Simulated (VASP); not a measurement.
## Cl: single point with PBEsol

The system is Cl.

```
Cl
1.0
     6.28634   -4.03753    0.00000
     6.28634    4.03753    0.00000
     0.00000    0.00000    8.19331
Cl
16
Direct
  0.42652 0.11246 0.59538
  0.06345 0.41066 0.39291
  0.31967 0.18983 0.08700
  0.19953 0.33731 0.88453
  0.40328 0.55529 0.61597
  0.03464 0.94817 0.37809
  0.32999 0.69459 0.10907
  0.17439 0.82912 0.90507
  0.92594 0.05848 0.60662
  0.58427 0.40929 0.42153
  0.79996 0.21016 0.11700
  0.72484 0.27128 0.87831
  0.91923 0.58118 0.57825
  0.57265 0.93182 0.40230
  0.84150 0.68558 0.11533
  0.67072 0.80842 0.91393
```

```json
{"Program": "VASP 6.6.1", "Task": "single point", "Functional": "PBEsol", "Potentials or basis": "VASP PAW PBE potentials, release 64 (Cl)", "Cutoff": "400 eV", "k mesh": "2 × 2 × 2", "Occupations": "fermi-dirac, width 0.039 eV", "Spin": "no spin polarisation"}
```

```json
{"Pressure": "-0.6 GPa", "Largest force": "1.218 eV/Å", "Band gap on the k mesh": "1.52 eV (least direct gap 1.58 eV)"}
```

Forces in eV/Å, atoms in the order of the input:
```
Cl  -0.432 -0.927 -0.257
Cl   0.121  0.315 -0.418
Cl   0.006  0.026  0.336
Cl  -0.072  0.059 -0.231
Cl   0.399 -0.651 -0.727
Cl   0.091  0.282  0.802
Cl  -0.174  0.439 -0.482
Cl   0.096 -0.482  0.334
Cl   0.044 -0.615 -0.342
Cl  -0.056  1.165  0.349
Cl  -0.054 -0.287 -0.505
Cl   0.055  0.208  0.470
Cl  -0.042 -0.311  0.457
Cl   0.067  0.886  0.330
Cl  -0.319  0.489 -0.484
Cl   0.269 -0.597  0.369
```

Stress tensor (GPa, compression positive):
```
 0.94  0.14 -0.19
 0.14 -0.27 -0.73
-0.19 -0.73 -2.47
```

Levels at points of the mesh, in eV from the valence-band top:
```csv
k point,band 53,band 54,band 55,band 56,band 57,band 58,band 59,band 60
"(0.00, 0.00, 0.00)",-0.50,-0.36,-0.33,-0.28,1.52,2.00,2.19,2.29
"(0.50, 0.00, 0.00)",-0.53,-0.47,-0.44,-0.37,1.59,1.98,2.00,2.14
"(0.00, 0.50, 0.00)",-0.48,-0.46,-0.44,-0.37,1.59,1.97,2.02,2.12
"(0.50, 0.50, 0.00)",-0.51,-0.45,-0.36,-0.33,1.55,2.05,2.23,2.29
"(0.00, 0.00, 0.50)",-0.34,-0.32,-0.19,0.00,1.58,1.90,2.07,2.15
"(0.50, 0.00, 0.50)",-0.50,-0.49,-0.43,-0.35,1.63,2.06,2.13,2.16
"(0.00, 0.50, 0.50)",-0.48,-0.47,-0.45,-0.38,1.62,2.03,2.15,2.19
"(0.50, 0.50, 0.50)",-0.44,-0.35,-0.28,-0.06,1.60,1.94,2.09,2.14
```

Wall time 2.7 min on 1 thread of Intel(R) Xeon(R) 6975P-C (Granite Rapids) (shared host), peak memory 0.38 GiB.

Caveat: the k points lie up to 0.46 Å⁻¹ apart; the atoms stand as in a frame of molecular dynamics; this functional lacks dispersion, which holds the molecules together, so the pressure and a relaxed volume are unreliable; the PAW data sets were made with another functional, which shifts forces and pressure a little. A k mesh can miss the band edges.
